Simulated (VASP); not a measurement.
# SnSe (Fm-3m) in VASP: further runs

Runs on SnSe. Level: LDA. Tasks: single point.

All numbers are computed with VASP 6.6.1; they aren't measurements. Logs are shortened: lines on timing, memory, paths and dates and some standing lists are left out, and cuts for length are marked.

### 1 The cell of the first run

The structure is cubic, space group Fm-3m (No. 225). The conventional cell has a = 5.893 Å, b = 5.893 Å, c = 5.893 Å, α = 90.00°, β = 90.00°, γ = 90.00°. Within 3.9 Å of Sn (site symmetry m-3m) lie 6 Se at 2.95 Å. Within 3.9 Å of Se (site symmetry m-3m) lie 6 Sn at 2.95 Å.

### 2 Single point, LDA

INCAR

```
SYSTEM = SnSe
PREC = Accurate ; ENCUT = 520
EDIFF = 1E-7 ; ISMEAR = 0
SIGMA = 0.05 ; LREAL = .False.
LASPH = .True. ; NELM = 60
ALGO = Normal ; ISIF = 2
LWAVE = .False. ; LCHARG = .False.
NBANDS = 17
```

KPOINTS

```
Automatic mesh
0
Gamma
  10 10 10
  0 0 0
```

POSCAR

```
SnSe
1.0
    0.0000000000      2.9466477701      2.9466477701
    2.9466477701      0.0000000000      2.9466477701
    2.9466477701      2.9466477701      0.0000000000
Sn Se
1 1
Direct
    0.0000000000      0.0000000000      0.0000000000
    0.5000000000      0.5000000000      0.5000000000
```

Potentials or basis: VASP PAW LDA potentials, release 64 (Sn_d, Se).

Command:

```
$ cat potpaw_LDA.64/Sn_d/POTCAR potpaw_LDA.64/Se/POTCAR > POTCAR
$ mpirun -np 1 vasp_std > vasp.out
```

OUTCAR:

```text
SYSTEM = SnSe
   PREC = Accurate
   ENCUT = 520
   EDIFF = 1E-7
   ISMEAR = 0
   LREAL = .False.
   LASPH = .True.
   NELM = 60
   ISIF = 2

 ion  position               nearest neighbor table
   1  0.000  0.000  0.000-   2 2.95   2 2.95   2 2.95   2 2.95   2 2.95   2 2.95
   2  0.500  0.500  0.500-   1 2.95   1 2.95   1 2.95   1 2.95   1 2.95   1 2.95

  LATTYP: Found a face centered cubic cell.
 ALAT       =     5.8932955402

  Lattice vectors:

 A1 = (   0.0000000000,   2.9466477701,   2.9466477701)
 A2 = (   2.9466477701,   0.0000000000,   2.9466477701)
 A3 = (   2.9466477701,   2.9466477701,   0.0000000000)

Analysis of symmetry for initial positions (statically):
=====================================================================
 Subroutine PRICEL returns:
 Original cell was already a primitive cell.

 Routine SETGRP: Setting up the symmetry group for a
 face centered cubic supercell.

 Subroutine GETGRP returns: Found 48 space group operations
 (whereof 48 operations were pure point group operations)
 out of a pool of 48 trial point group operations.

The static configuration has the point symmetry O_h .

Analysis of symmetry for dynamics (positions and initial velocities):
=====================================================================
 Subroutine PRICEL returns:
 Original cell was already a primitive cell.

 Routine SETGRP: Setting up the symmetry group for a
 face centered cubic supercell.

 Subroutine GETGRP returns: Found 48 space group operations
 (whereof 48 operations were pure point group operations)
 out of a pool of 48 trial point group operations.

The dynamic configuration has the point symmetry O_h .

 Subroutine INISYM returns: Found 48 space group operations
 (whereof 48 operations are pure point group operations),
 and found     1 'primitive' translations

----------------------------------------------------------------------------------------

                                     Primitive cell

  volume of cell :      51.1699

  direct lattice vectors                    reciprocal lattice vectors
     0.000000000  2.946647770  2.946647770    -0.169684346  0.169684346  0.169684346
     2.946647770  0.000000000  2.946647770     0.169684346 -0.169684346  0.169684346
     2.946647770  2.946647770  0.000000000     0.169684346  0.169684346 -0.169684346

  length of vectors
     4.167189240  4.167189240  4.167189240     0.293901909  0.293901909  0.293901909

  position of ions in fractional coordinates (direct lattice)
     0.000000000  0.000000000  0.000000000
     0.500000000  0.500000000  0.500000000

  ion indices of the primitive-cell ions
   primitive index   ion index
                 1           1
                 2           2

----------------------------------------------------------------------------------------

 KPOINTS: Automatic mesh

Automatic generation of k-mesh.
 Grid dimensions read from file:
 generate k-points for:   10   10   10

 Generating k-lattice:

  Cartesian coordinates                     Fractional coordinates (reciprocal lattice)
    -0.016968435  0.016968435  0.016968435     0.100000000  0.000000000  0.000000000
     0.016968435 -0.016968435  0.016968435     0.000000000  0.100000000  0.000000000
     0.016968435  0.016968435 -0.016968435     0.000000000  0.000000000  0.100000000

  Length of vectors
     0.029390191  0.029390191  0.029390191

  Shift w.r.t. Gamma in fractional coordinates (k-lattice)
     0.000000000  0.000000000  0.000000000

 Subroutine IBZKPT returns following result:
 ===========================================

 Found     47 irreducible k-points:

 Following reciprocal coordinates:
            Coordinates               Weight
  0.000000  0.000000  0.000000      1.000000
  0.100000  0.000000  0.000000      8.000000
  0.200000  0.000000  0.000000      8.000000
  0.300000  0.000000  0.000000      8.000000
  0.400000  0.000000  0.000000      8.000000
  0.500000  0.000000  0.000000      4.000000
[... 16 lines left out ...]
  0.300000  0.300000  0.000000      6.000000
  0.400000  0.300000  0.000000     24.000000
 [... further k-points ...]
   k-points           NKPTS =     47   k-points in BZ     NKDIM =     47   number of bands    NBANDS=     17
   number of dos      NEDOS =    301   number of ions     NIONS =      2
   total plane-waves  NPLWV =  32768
   dimension x,y,z NGX =    32 NGY =   32 NGZ =   32
   dimension x,y,z NGXF=    64 NGYF=   64 NGZF=   64
   ions per type =               1   1
   NGX,Y,Z   is equivalent  to a cutoff of  12.77, 12.77, 12.77 a.u.
   NGXF,Y,Z  is equivalent  to a cutoff of  25.53, 25.53, 25.53 a.u.
 SYSTEM =  SnSe
   PREC   = accura    normal or accurate (medium, high low for compatibility)
   ISTART =      0    job   : 0-new  1-cont  2-samecut
   ICHARG =      2    charge: 1-file 2-atom 10-const
   ISPIN  =      1    spin polarized calculation?
   LNONCOLLINEAR =      F non collinear calculations
   LSORBIT =      F    spin-orbit coupling
   LASPH  =      T    aspherical Exc in radial PAW
   ENCUT  =  520.0 eV  38.22 Ry    6.18 a.u.   7.75  7.75  7.75*2*pi/ulx,y,z
   NELM   =     60;   NELMIN=  2; NELMDL= -5     # of ELM steps
   EDIFF  = 0.1E-06   stopping-criterion for ELM
   LREAL  =      F    real-space projection
   EDIFFG = 0.1E-05   stopping-criterion for IOM
   NSW    =      0    number of steps for IOM
   IBRION =     -1    ionic relax: 0-MD 1-quasi-New 2-CG
   NFREE  =      0    steps in history (QN), initial steepest desc. (CG)
   ISIF   =      2    stress and relaxation
   ISYM   =      2    0-nonsym 1-usesym 2-fastsym
   POTIM  = 0.5000    time-step for ionic-motion
   TEBEG  =    0.0;   TEEND  =   0.0 temperature during run
   PSTRESS=    0.0 pullay stress
   NELECT =      20.0000    total number of electrons
   NUPDOWN=      -1.0000    fix difference up-down
   EMIN   =  10.00;   EMAX   =-10.00  energy-range for DOS
   EFERMI =   0.00;   METHOD = LEGACY
   ISMEAR =     0;   SIGMA  =   0.05  broadening in eV -4-tet -1-fermi 0-gaus
   EFERMI_NEDOS =   21; number of points for ismear=-14 and -15
   IALGO  =     38    algorithm
   IMIX   =      4    mixing-type and parameters
     AMIX     =   0.40;   BMIX     =  1.00
     AMIX_MAG =   1.60;   BMIX_MAG =  1.00
  volume/ion in A,a.u.               =      25.58       172.66
  Fermi-wavevector in a.u.,A,eV,Ry     =   1.196961  2.261928 19.493274  1.432715
  Thomas-Fermi vector in A             =   2.332888
   LORBIT       =      0    0 simple, 1 ext, 2 COOP (PROOUT), +10 PAW based schemes
   GGA     = CA    functional components
   LHFCALC =     F    Hartree Fock is set to
   AEXX    =    0.0000 exact exchange contribution
   IVDW    =     0    specifies the selected vdW correction
   LEPSILON=     F    determine dielectric tensor
   LRPA    =     F    only Hartree local field effects (RPA)
 non-spin polarized calculation
 Gauss-broadening in eV      SIGMA  =   0.05
  energy-cutoff  :      520.00
  volume of cell :       51.17
 maximum number of plane-waves:      1411
   NGX = 15   NGY = 15   NGZ = 15

 number of electron      19.9999998 magnetization

 Free energy of the ion-electron system (eV)
  ---------------------------------------------------
  ext. energy  EPLUGINS =         0.00000000
  ---------------------------------------------------
  free energy    TOTEN  =        -9.50089884 eV

  energy without entropy =       -9.50089884  energy(sigma->0) =       -9.50089884

 E-fermi :   6.3913     XC(G=0): -10.1664

 val. band max:        6.1778392361   @ k =  -0.2000   0.2000   0.0000
 cond. band min:       6.6028783283   @ k =  -0.4000   0.1000   0.0000
 fundamental gap:      0.4250390922
 Fermi energy:         6.3912530674

 k-point     1 :       0.0000    0.0000    0.0000
  band No.  band energies     occupation
      1     -15.3283      2.00000
      2     -15.3283      2.00000
      3     -15.3234      2.00000
      4     -15.3234      2.00000
      5     -15.3234      2.00000
      6      -8.1507      2.00000
[... 9 lines left out ...]
     16      11.9565      0.00000
     17      14.1954      0.00000

 k-point     2 :       0.1000    0.0000    0.0000
  band No.  band energies     occupation
      1     -15.3290      2.00000
      2     -15.3290      2.00000
      3     -15.3231      2.00000
      4     -15.3221      2.00000
      5     -15.3221      2.00000
      6      -8.0710      2.00000
[... 9 lines left out ...]
     16      12.2195      0.00000
     17      15.0789      0.00000

 k-point     3 :       0.2000    0.0000    0.0000
  band No.  band energies     occupation
      1     -15.3315      2.00000
      2     -15.3315      2.00000
      3     -15.3224      2.00000
      4     -15.3180      2.00000
      5     -15.3180      2.00000
      6      -7.8453      2.00000
[... 9 lines left out ...]
     16      12.8846      0.00000
     17      16.8383      0.00000

 k-point     4 :       0.3000    0.0000    0.0000
  band No.  band energies     occupation
      1     -15.3349      2.00000
      2     -15.3349      2.00000
      3     -15.3215      2.00000
      4     -15.3127      2.00000
      5     -15.3127      2.00000
      6      -7.5214      2.00000
[... 9 lines left out ...]
     16      13.9109      0.00000
     17      18.4419      0.00000
[... 343 lines left out ...]
      1     -15.3358      2.00000
      2     -15.3347      2.00000
      3     -15.3202      2.00000
      4     -15.3148      2.00000
      5     -15.3112      2.00000
      6      -7.4111      2.00000
[... 9 lines left out ...]
     16      15.7675      0.00000
     17      16.1525      0.00000

 k-point    23 :       0.3000    0.3000    0.0000
  band No.  band energies     occupation
      1     -15.3519      2.00000
      2     -15.3293      2.00000
      3     -15.3216      2.00000
      4     -15.3081      2.00000
      5     -15.3081      2.00000
      6      -7.3093      2.00000
[... 9 lines left out ...]
     16      16.5216      0.00000
     17      16.5220      0.00000

 k-point    24 :       0.4000    0.3000    0.0000
  band No.  band energies     occupation
      1     -15.3571      2.00000
      2     -15.3292      2.00000
      3     -15.3218      2.00000
      4     -15.3055      2.00000
      5     -15.3046      2.00000
      6      -7.0652      2.00000
[... 9 lines left out ...]
     16      17.0844      0.00000
     17      17.7910      0.00000

 [... further k-points ...]
[... 5 lines left out ...]
  --------------------------------------------------------------------------------------
  -------------------------------------------------------------------------------------
  Total        0.0642257      0.0642257      0.0642257     -0.0000000     -0.0000000      0.0000000
  in kB        2.0109671      2.0109671      2.0109671     -0.0000000     -0.0000000      0.0000000
  external PRESSURE =       2.0109671 kB  Pullay stress =       0.0000000 kB

 VOLUME and BASIS-vectors are now :
 -----------------------------------------------------------------------------
  energy-cutoff  :      520.00
  volume of cell :       51.17
      direct lattice vectors                 reciprocal lattice vectors
     0.000000000  2.946647770  2.946647770    -0.169684346  0.169684346  0.169684346
     2.946647770  0.000000000  2.946647770     0.169684346 -0.169684346  0.169684346
     2.946647770  2.946647770  0.000000000     0.169684346  0.169684346 -0.169684346

 POSITION                                       TOTAL-FORCE (eV/Angst)
 -----------------------------------------------------------------------------------
      0.00000      0.00000      0.00000         0.000000      0.000000     -0.000000
      2.94665      2.94665      2.94665        -0.000000     -0.000000      0.000000
 -----------------------------------------------------------------------------------
    total drift:                                0.000000     -0.000000     -0.000000

  FREE ENERGIE OF THE ION-ELECTRON SYSTEM (eV)
  ---------------------------------------------------
  free  energy   TOTEN  =        -9.5008988395 eV

  energy  without entropy=       -9.5008988395  energy(sigma->0) =       -9.50089884
```

Run time: 22 s. Hardware: 1 thread of AMD EPYC 7R13 (Zen 3), shared host; peak memory 0.15 GiB.

Results:

```
Free energy            : -9.5009 eV
Pressure               : 0.2 GPa
Band gap on the k mesh : 0.43 eV, indirect (least direct gap 0.57 eV)
```

Levels at points of the mesh, in eV from the valence-band top:
| k point | band 6 | band 7 | band 8 | band 9 | band 10 | band 11 | band 12 | band 13 | band 14 | band 15 |
| --- | --- | --- | --- | --- | --- | --- | --- | --- | --- | --- |
| (0.00, 0.00, 0.00) | -14.33 | -4.98 | -2.36 | -2.36 | -2.36 | 4.45 | 4.45 | 4.45 | 5.78 | 5.78 |
| (0.50, 0.00, 0.00) | -13.24 | -8.46 | -2.09 | -2.09 | -0.15 | 0.76 | 1.13 | 1.13 | 8.33 | 10.29 |
| (0.50, 0.50, 0.00) | -12.90 | -6.14 | -5.94 | -3.94 | -3.94 | 2.76 | 5.61 | 5.61 | 6.28 | 10.71 |

Caveat: spin-orbit coupling is left out, which moves the levels of the heavy elements. A k mesh can miss the band edges.

### 3 Single point, LDA

This run uses another cell than the first one: it holds 8 atoms, not 2.

INCAR

```
PREC = Accurate
ENCUT = 520
EDIFF = 1E-6
ISMEAR = 0
SIGMA = 0.05
LREAL = False
LASPH = True
NELM = 100
ALGO = Normal
ISIF = 2
LWAVE = False
LCHARG = True
LELF = True
LVHAR = True
NBANDS = 50
```

KPOINTS

```
regular mesh
0
Gamma
  6 6 6
```

POSCAR

```
SnSe
1.0
    5.8932955401      0.0000000000      0.0000000000
    0.0000000000     -5.8932955401      0.0000000000
    0.0000000000      0.0000000000     -5.8932955401
Sn Se
4 4
Direct
    0.0000000000      0.0000000000      0.0000000000
    0.5000000000      0.5000000000      0.0000000000
    0.5000000000      0.0000000000      0.5000000000
    0.0000000000      0.5000000000      0.5000000000
    0.5000000000      0.0000000000      0.0000000000
    0.0000000000      0.5000000000      0.0000000000
    0.0000000000      0.0000000000      0.5000000000
    0.5000000000      0.5000000000      0.5000000000
```

Potentials or basis: VASP PAW LDA potentials, release 64 (Sn_d, Se).

Command:

```
$ cat potpaw_LDA.64/Sn_d/POTCAR potpaw_LDA.64/Se/POTCAR > POTCAR
$ mpirun -np 1 vasp_std > vasp.out
```

It took 2.1 min on 1 thread of AMD EPYC 7R13 (Zen 3), shared host; peak memory 0.31 GiB.

Results (log left out):

- Free energy: -38.0012 eV
- Pressure: 0.2 GPa
- Band gap on the k mesh: 0.31 eV

Levels at points of the mesh, in eV from the valence-band top:
```csv
k point,band 38,band 39,band 40,band 41,band 42,band 43
"(0.00, 0.00, 0.00)",-2.34,-2.34,-2.34,2.78,2.78,2.78
"(0.50, 0.00, 0.00)",-1.77,-0.77,-0.77,1.47,1.47,2.23
"(0.50, 0.50, 0.00)",-0.61,-0.61,-0.61,1.27,1.27,1.27
"(0.50, 0.50, 0.50)",-0.13,-0.13,-0.13,0.79,0.79,0.79
```

Caveat: spin-orbit coupling is left out, which moves the levels of the heavy elements. A k mesh can miss the band edges.

### 4 Single point, LDA (volume scaled by 0.94)

INCAR

```
PREC     = Accurate       # precision mode
ENCUT    = 520            # plane-wave cutoff, eV
EDIFF    = 1E-7           # SCF threshold, eV
ISMEAR   = 0              # smearing method
SIGMA    = 0.02           # smearing width, eV
LREAL    = False          # projectors in reciprocal space
LASPH    = True           # aspherical terms in the spheres
NELM     = 80             # most SCF steps
ALGO     = Normal         # electronic algorithm
ISIF     = 2              # what is computed and relaxed
LWAVE    = False          # write WAVECAR
LCHARG   = False          # write CHGCAR
NBANDS   = 17             # bands
```

KPOINTS

```
regular mesh
0
Gamma
  8 8 8
```

POSCAR

```
SnSe
1.0
    0.0000000000      2.8864952220      2.8864952220
    2.8864952220      0.0000000000      2.8864952220
    2.8864952220      2.8864952220      0.0000000000
Sn Se
1 1
Direct
    0.0000000000      0.0000000000      0.0000000000
    0.5000000000      0.5000000000      0.5000000000
```

Command:

```
$ cat potpaw_LDA.64/Sn_d/POTCAR potpaw_LDA.64/Se/POTCAR > POTCAR
$ mpirun -np 1 vasp_std > vasp.out
```

Run time: 21 s. Hardware: 1 thread of Intel Xeon 8259CL, shared host; peak memory 0.16 GiB.

It converged, with:

| Property | Result |
| --- | --- |
| Free energy | -9.4681 eV |
| Pressure | 4.4 GPa |
| Band gap on the k mesh | 0.67 eV, indirect (least direct gap 0.85 eV) |

Levels at points of the mesh, in eV from the valence-band top:
| k point | band 7 | band 8 | band 9 | band 10 | band 11 | band 12 | band 13 | band 14 |
| --- | --- | --- | --- | --- | --- | --- | --- | --- |
| (0.00, 0.00, 0.00) | -4.76 | -2.56 | -2.56 | -2.56 | 4.68 | 4.68 | 4.68 | 5.69 |
| (0.50, 0.00, 0.00) | -8.83 | -2.27 | -2.27 | -0.21 | 1.01 | 1.07 | 1.07 | 8.50 |
| (0.50, 0.50, 0.00) | -6.42 | -6.17 | -4.27 | -4.27 | 2.53 | 5.96 | 5.96 | 6.69 |

Caveat: spin-orbit coupling is left out, which moves the levels of the heavy elements. A k mesh can miss the band edges.

### 5 Single point, LDA (volume scaled by 0.97)

INCAR

```
SYSTEM = SnSe
ALGO = Normal ; EDIFF = 1E-7
ENCUT = 520 ; ISIF = 2
ISMEAR = 0 ; LASPH = .TRUE.
LCHARG = .TRUE. ; LELF = .TRUE.
LREAL = .FALSE. ; LVHAR = .TRUE.
LWAVE = .FALSE. ; NBANDS = 17
NELM = 60 ; PREC = Accurate
SIGMA = 0.02
```

KPOINTS

```
k-points
0
G
  8 8 8
  0 0 0
```

POSCAR

```
SnSe
1.0
    0.0000000000      2.9168816152      2.9168816152
    2.9168816152      0.0000000000      2.9168816152
    2.9168816152      2.9168816152      0.0000000000
Sn Se
1 1
Direct
    0.0000000000      0.0000000000      0.0000000000
    0.5000000000      0.5000000000      0.5000000000
```

Command:

```
$ cat potpaw_LDA.64/Sn_d/POTCAR potpaw_LDA.64/Se/POTCAR > POTCAR
$ mpirun -np 1 vasp_std > vasp.out
```

Wall time 19 s (1 thread of Intel Xeon 8259CL, shared host); peak memory 0.16 GiB.

The run converged. Its results:

```yaml
Free_energy: -9.4992 eV
Pressure: 2.1 GPa
Band_gap_on_the_k_mesh: 0.72 eV, indirect (least direct gap 0.92 eV)
```

Levels at points of the mesh, in eV from the valence-band top:
| k point | band 6 | band 7 | band 8 | band 9 | band 10 | band 11 | band 12 | band 13 | band 14 | band 15 |
| --- | --- | --- | --- | --- | --- | --- | --- | --- | --- | --- |
| (0.00, 0.00, 0.00) | -14.49 | -4.80 | -2.39 | -2.39 | -2.39 | 4.63 | 4.63 | 4.63 | 5.81 | 5.81 |
| (0.50, 0.00, 0.00) | -13.33 | -8.56 | -2.10 | -2.10 | -0.11 | 0.96 | 1.17 | 1.17 | 8.48 | 10.40 |
| (0.50, 0.50, 0.00) | -12.95 | -6.10 | -6.08 | -4.03 | -4.03 | 2.72 | 5.85 | 5.85 | 6.56 | 10.88 |

Caveat: spin-orbit coupling is left out, which moves the levels of the heavy elements.

[end of part 1 of 2]
